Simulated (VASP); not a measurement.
Here is a VASP 6.6.1 calculation.

INCAR

```
SYSTEM = RbTi
  PREC = Accurate
  ENCUT = 520
  EDIFF = 1E-6
  ISMEAR = 0
  SIGMA = 0.1
  LREAL = .FALSE.
  LASPH = .TRUE.
  NELM = 100
  ALGO = Fast
  ISIF = 2
  LWAVE = .FALSE.
  LCHARG = .TRUE.
  GGA = PE
  LELF = .TRUE.
  LVHAR = .TRUE.
  NBANDS = 18
```

The input KPOINTS:

```
Automatic mesh
0
G
  18 18 10
  0 0 0
```

File POSCAR:

```
RbTi
1.0
    3.2332583098      0.0000000000      0.0000000000
   -1.6166291549      2.8000838333      0.0000000000
    0.0000000000      0.0000000000      6.6691069441
Rb Ti
1 1
Direct
    0.6666666667      0.3333333333      0.0000000000
    0.0000000000      0.0000000000      0.5000000000
```

Potentials or basis: VASP PAW PBE potentials, release 64 (Rb_sv, Ti_sv).

Command:

```console
$ cat potpaw_PBE.64/Rb_sv/POTCAR potpaw_PBE.64/Ti_sv/POTCAR > POTCAR
$ mpirun -np 1 vasp_std > vasp.out
```

Task: Predict the band gap on the k mesh.

Result: Zero (an odd number of electrons rules out a gap without spin polarisation).

Task: What does it give for the pressure?

Result: 0.1 GPa.
